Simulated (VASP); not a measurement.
Wanted: the native input for a VASP 6.6.1 run.

```
Task                   : single point
Functional             : PBE
Potentials or basis    : VASP PAW PBE potentials, release 64 (Sn_d, Se, S)
Cutoff                 : 520 eV
k mesh                 : 4 × 2 × 2
Occupations            : gaussian, width 0.1 eV
Spin                   : no spin polarisation
Dipole correction      : no
Further INCAR settings : ALGO = Normal; EDIFF = 1e-06; NBANDS = 50
```

The structure of Sn4SeS3 lies in POSCAR:

```
Sn4SeS3
1.0
   -0.0012207703     -0.0000713471      4.1467870061
    5.0238630069     -6.8318807976     -0.0028986935
    3.3898188255      5.6486872344      0.0024443128
Sn Se S
4 1 3
Direct
    0.0001753731      0.2221175721      0.7312939530
   -0.0000528004      0.7210778132      0.2309076141
    0.4991461063      0.3187679936      0.3025062554
    0.4991415264      0.8008424757      0.7887306776
    0.0001253337      0.0492250736      0.0068599870
    0.0002954923      0.5528804657      0.4907216740
    0.5005082490      0.9163275648      0.4748929655
    0.5006607196      0.4187610414      0.9740868733
```

The input as run:

INCAR

```
SYSTEM = Sn4SeS3
PREC     = Accurate       ! precision mode
ENCUT    = 520            ! plane-wave cutoff, eV
EDIFF    = 1E-6           ! SCF threshold, eV
ISMEAR   = 0              ! smearing method
SIGMA    = 0.1            ! smearing width, eV
LREAL    = .FALSE.        ! projectors in reciprocal space
LASPH    = .TRUE.         ! aspherical terms in the spheres
NELM     = 80             ! most SCF steps
ALGO     = Normal         ! electronic algorithm
ISIF     = 2              ! what is computed and relaxed
LWAVE    = .FALSE.        ! write WAVECAR
LCHARG   = .FALSE.        ! write CHGCAR
GGA      = PE             ! functional
NBANDS   = 50             ! bands
```

KPOINTS

```
regular mesh
0
G
  4 2 2
  0 0 0
```

Potentials or basis: VASP PAW PBE potentials, release 64 (Sn_d, Se, S).

Command:

```console
$ cat potpaw_PBE.64/Sn_d/POTCAR potpaw_PBE.64/Se/POTCAR potpaw_PBE.64/S/POTCAR > POTCAR
$ mpirun -np 1 vasp_std > vasp.out
```

Results of the run:

- Pressure: 0.0 GPa
- Largest force: 0.024 eV/Å
- Band gap on the k mesh: 0.63 eV

Caveat: the k points lie up to 0.52 Å⁻¹ apart; spin-orbit coupling is left out, which moves the levels of the heavy elements.

Wall time 4.9 min on 1 thread of Intel Xeon 8259CL, on a shared host, peak memory 0.37 GiB.
